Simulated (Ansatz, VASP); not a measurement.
**Two plane-wave programs on GaAs**

The input INCAR:

```
SYSTEM = GaAs
PREC = Accurate
ENCUT = 520
EDIFF = 1E-6
ISMEAR = 0
SIGMA = 0.05
LREAL = .False.
LASPH = .True.
NELM = 150
ALGO = Normal
ISIF = 2
LWAVE = .False.
LCHARG = .False.
LNONCOLLINEAR = .True.
MAGMOM = 0 0 0 0 0 0
LORBIT = 11
LSORBIT = .True.
GGA_COMPAT = .False.
LORBMOM = .True.
GGA = PS
NBANDS = 30
```

The input KPOINTS:

```
Automatic mesh
0
Gamma
  6 6 6
  0 0 0
```

Contents of POSCAR:

```
GaAs
1.0
    3.1765811811      0.0000000000      0.0000000000
    0.0000000000      3.1765811811      0.0000000000
    0.0000000000      0.0000000000      3.1765811811
Ga As
1 1
Direct
    0.0000000000      0.0000000000      0.0000000000
    0.5000000000      0.5000000000      0.5000000000
```

Input for Ansatz:

```yaml
crystal:
  lattice:
    - [3.1765811811, 0.0, 0.0]
    - [0.0, 3.1765811811, 0.0]
    - [0.0, 0.0, 3.1765811811]
  atoms:
    - { symbol: Ga, position: [0.0, 0.0, 0.0] }
    - { symbol: As, position: [0.5, 0.5, 0.5] }
basis:
  ecutwfc: 420
kpoints:
  mp_grid: { grid: [6, 6, 6] }
hamiltonian:
  xc: pbesol
scf:
  occupations: { method: gaussian, width: 0.05 }
output:
  forces: true
  stress: true
  eigenvalues: true
magnetization:
  noncollinear: true
  spin_orbit: true
```

Alike in both runs: task single point; functional PBEsol; k mesh 6 × 6 × 6; occupations gaussian, width 0.05 eV; non-collinear spin, spin-orbit coupling.

```csv
,VASP,Ansatz
version,VASP 6.6.1,Ansatz 0.2.0
potentials or method,"VASP PAW PBE potentials, release 64 (Ga_d, As), cutoff 520 eV","plane waves, PAW"
valence electrons in the cell,18,28
```

Ansatz gave:

- pressure (GPa): 11.2

Task: Which values does VASP return?

Result: Pressure (GPa): 11.3.

VASP's potentials were made for PBE, not for PBEsol. With one functional, cell and mesh, what is left measures potentials, basis and numerics. VASP's potentials hold 18 valence electrons a cell and Ansatz's 28, so a difference there can come from the potentials and not from the codes.
